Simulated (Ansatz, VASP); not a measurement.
**Two plane-wave programs on SiF5**

The input INCAR:

```
ALGO = Normal ; EDIFF = 1E-6
ENCUT = 520 ; GGA = PE
ISIF = 2 ; ISMEAR = 0
ISPIN = 2 ; LASPH = True
LCHARG = False ; LORBIT = 11
LREAL = False ; LWAVE = False
MAGMOM = 0 0 1 1 1 1 1 1 1 1 1 1 ; NBANDS = 55
NELM = 150 ; PREC = Accurate
SIGMA = 0.1
```

Contents of KPOINTS:

```
k-points
0
Gamma
  3 3 4
```

Contents of POSCAR:

```
SiF5
1.0
    5.8745981097      0.0000000000      0.0000000000
   -2.9372990548      5.0875512000      0.0000000000
    0.0000000000      0.0000000000      6.6157703086
Si F
2 10
Direct
    0.3333333333      0.6666666667      0.2500000000
    0.6666666667      0.3333333333      0.7500000000
    0.6512585971      0.8256292985      0.2500000000
    0.1743707015      0.3487414029      0.2500000000
    0.1743707015      0.8256292985      0.2500000000
    0.3333333333      0.6666666667      0.9946869141
    0.3333333333      0.6666666667      0.5053130859
    0.8256292985      0.6512585971      0.7500000000
    0.8256292985      0.1743707015      0.7500000000
    0.3487414029      0.1743707015      0.7500000000
    0.6666666667      0.3333333333      0.4946869141
    0.6666666667      0.3333333333      0.0053130859
```

Input for Ansatz:

```yaml
crystal:
  lattice:
    - [5.8745981097, 0.0, 0.0]
    - [-2.9372990548, 5.0875512, 0.0]
    - [0.0, 0.0, 6.6157703086]
  atoms:
    - { symbol: Si, position: [0.3333333333, 0.6666666667, 0.25] }
    - { symbol: Si, position: [0.6666666667, 0.3333333333, 0.75] }
    - { symbol: F, position: [0.6512585971, 0.8256292985, 0.25], spin: 1.0 }
    - { symbol: F, position: [0.1743707015, 0.3487414029, 0.25], spin: 1.0 }
    - { symbol: F, position: [0.1743707015, 0.8256292985, 0.25], spin: 1.0 }
    - { symbol: F, position: [0.3333333333, 0.6666666667, 0.9946869141], spin: 1.0 }
    - { symbol: F, position: [0.3333333333, 0.6666666667, 0.5053130859], spin: 1.0 }
    - { symbol: F, position: [0.8256292985, 0.6512585971, 0.75], spin: 1.0 }
    - { symbol: F, position: [0.8256292985, 0.1743707015, 0.75], spin: 1.0 }
    - { symbol: F, position: [0.3487414029, 0.1743707015, 0.75], spin: 1.0 }
    - { symbol: F, position: [0.6666666667, 0.3333333333, 0.4946869141], spin: 1.0 }
    - { symbol: F, position: [0.6666666667, 0.3333333333, 0.0053130859], spin: 1.0 }
basis:
  ecutwfc: 420
kpoints:
  mp_grid: { grid: [3, 3, 4] }
hamiltonian:
  xc: pbe
scf:
  occupations: { method: gaussian, width: 0.1 }
  lower_state_search: "off"
output:
  forces: true
  stress: true
  eigenvalues: true
  populations: true
magnetization:
  spin_polarized: true
```

Alike in both runs: task single point; functional PBE; k mesh 3 × 3 × 4; occupations gaussian, width 0.1 eV; collinear spin.

|  | VASP | Ansatz |
| --- | --- | --- |
| version | VASP 6.6.1 | Ansatz 0.2.0 |
| potentials or method | VASP PAW PBE potentials, release 64 (Si, F), cutoff 520 eV | scalar-relativistic, plane waves, PAW |
| valence electrons in the cell | 78 | 78 |

```csv
,VASP,Ansatz,Ansatz less VASP
gap on the k mesh at the Fermi level (eV),none,none,-
pressure (GPa),0.9,0.5,-0.42
"traceless stress, the component that is largest in VASP (GPa)",0.10,0.11,+0.013
rms of the force components (eV/Å),0.099,0.006,-0.0927
net moment per atom (μB),0.17,0.17,0.000
size of the moment on the site where the two differ most (μB),0.14,0.14,-0.008
```

Site moments also hang on the region over which each program counts them. Atom by atom the forces differ by 0.093 eV/Å (rms over components). A gap of «none» marks a metal or a gap that the smearing closes.

The k mesh is coarse, so the values compare programs but aren't converged.
